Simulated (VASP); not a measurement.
Wanted: the native input for a VASP 6.6.1 run.

- Task: single point
- Functional: r2SCAN
- Potentials or basis: VASP PAW PBE potentials, release 64 (As)
- Cutoff: 520 eV
- k mesh: 20 × 20 × 20
- Occupations: gaussian, width 0.15 eV
- Spin: no spin polarisation
- Dipole correction: no
- Further INCAR settings: ALGO = Normal; EDIFF = 1e-06; NBANDS = 8

The system is As.

```
CELL_PARAMETERS angstrom
2.86122 0.71530 0.71530
0.71530 2.86122 0.71530
0.71530 0.71530 2.86122
ATOMIC_POSITIONS crystal
As 0.50000 0.50000 0.50000
```

This cell differs from its parent crystal: ratio of the length along [111] to the lengths across it x 2.0, volume and fractional coordinates fixed.

The input as run:

POSCAR

```
As
1.0
    2.8612181635      0.7153045409      0.7153045409
    0.7153045409      2.8612181635      0.7153045409
    0.7153045409      0.7153045409      2.8612181635
As
1
Direct
    0.5000000000      0.5000000000      0.5000000000
```

INCAR.step1

```
PREC = Accurate ; ENCUT = 520
ISMEAR = 0 ; SIGMA = 0.15
LREAL = F ; LASPH = T
NELM = 60 ; NBANDS = 8
GGA = PE ; ALGO = Normal
EDIFF = 1E-4 ; LWAVE = T
LCHARG = F
```

INCAR.step2

```
PREC = Accurate ; ENCUT = 520
EDIFF = 1E-6 ; ISMEAR = 0
SIGMA = 0.15 ; LREAL = F
LASPH = T ; NELM = 60
ALGO = Normal ; ISIF = 2
LWAVE = F ; LCHARG = T
METAGGA = R2SCAN ; LMIXTAU = T
LELF = T ; LVHAR = T
NBANDS = 8 ; ISTART = 1
```

KPOINTS

```
Automatic mesh
0
Gamma
  20 20 20
```

Potentials or basis: VASP PAW PBE potentials, release 64 (As).

Launch:

```bash
$ cat potpaw_PBE.64/As/POTCAR > POTCAR
$ cp INCAR.step1 INCAR
$ mpirun -np 1 vasp_std > vasp.out
$ cp INCAR.step2 INCAR
$ mpirun -np 1 vasp_std > vasp.out
```

Results of the run:

* Pressure: -2.9 GPa

Caveat: the PAW data sets were made with another functional, which shifts forces and pressure a little.

It took 81 s on 1 thread of Intel(R) Xeon(R) Platinum 8488C (Sapphire Rapids), with other jobs on the host, peak memory 0.17 GiB.
